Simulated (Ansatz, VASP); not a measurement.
# One calculation of MgB2, two programs

INCAR

```
SYSTEM = MgB2
ALGO = Normal ; EDIFF = 1E-7
ENCUT = 520 ; GGA = CA
ISIF = 2 ; ISMEAR = -1
LASPH = .True. ; LCHARG = .False.
LREAL = .False. ; LWAVE = .False.
NBANDS = 11 ; NELM = 60
PREC = Accurate ; SIGMA = 0.05
```

Contents of KPOINTS:

```
k-points
0
Gamma
  12 12 9
  0 0 0
```

File POSCAR:

```
MgB2
1.0
    3.1158507126      0.0000000000      0.0000000000
   -1.5579253563      2.6984058715      0.0000000000
    0.0000000000      0.0000000000      3.5230000000
Mg B
1 2
Direct
    0.0000000000      0.0000000000      0.0000000000
    0.3333333333      0.6666666667      0.5000000000
    0.6666666667      0.3333333333      0.5000000000
```

Input for Ansatz:

```yaml
crystal:
  lattice:
    - [3.1158507126, 0.0, 0.0]
    - [-1.5579253563, 2.6984058715, 0.0]
    - [0.0, 0.0, 3.523]
  atoms:
    - { symbol: Mg, position: [0.0, 0.0, 0.0] }
    - { symbol: B, position: [0.3333333333, 0.6666666667, 0.5] }
    - { symbol: B, position: [0.6666666667, 0.3333333333, 0.5] }
kpoints:
  mp_grid: { grid: [12, 12, 9] }
  band_path:
    path:
      - [0.0, 0.0, 0.0]
      - [0.5, 0.0, 0.0]
      - [0.3333333333, 0.3333333333, 0.0]
      - [0.0, 0.0, 0.0]
      - [0.0, 0.0, 0.5]
      - [0.5, 0.0, 0.5]
      - [0.3333333333, 0.3333333333, 0.5]
      - [0.0, 0.0, 0.5]
      - [0.5, 0.0, 0.5]
    npoints: 5
scf:
  occupations: { method: fermi_dirac, width: 0.05 }
hamiltonian:
  xc: lda
  pseudopotentials: { kind: all_electron, lapw: { basis_error: 0.0005 } }
output:
  forces: true
  stress: true
  eigenvalues: true
```

Change from the starting cell: equal xx and yy strain of +1 %.

Alike in both runs: task single point; functional LDA; k mesh 12 × 12 × 9; occupations fermi-dirac, width 0.05 eV; no spin polarisation.

```csv
,VASP,Ansatz
version,VASP 6.6.1,Ansatz 0.2.0
potentials or method,"VASP PAW LDA potentials, release 64 (Mg, B), cutoff 520 eV","all-electron LAPW, scalar-relativistic"
```

```csv
,VASP,Ansatz,Ansatz less VASP
pressure (GPa),-11.2,-10.6,+0.58
"traceless stress, the component that is largest in VASP (GPa)",3.50,3.62,+0.122
```

LDA's correlation is that of Perdew and Zunger in VASP and of Perdew and Wang (1992) in Ansatz. Ansatz ran all-electron here, and VASP with PAW potentials.
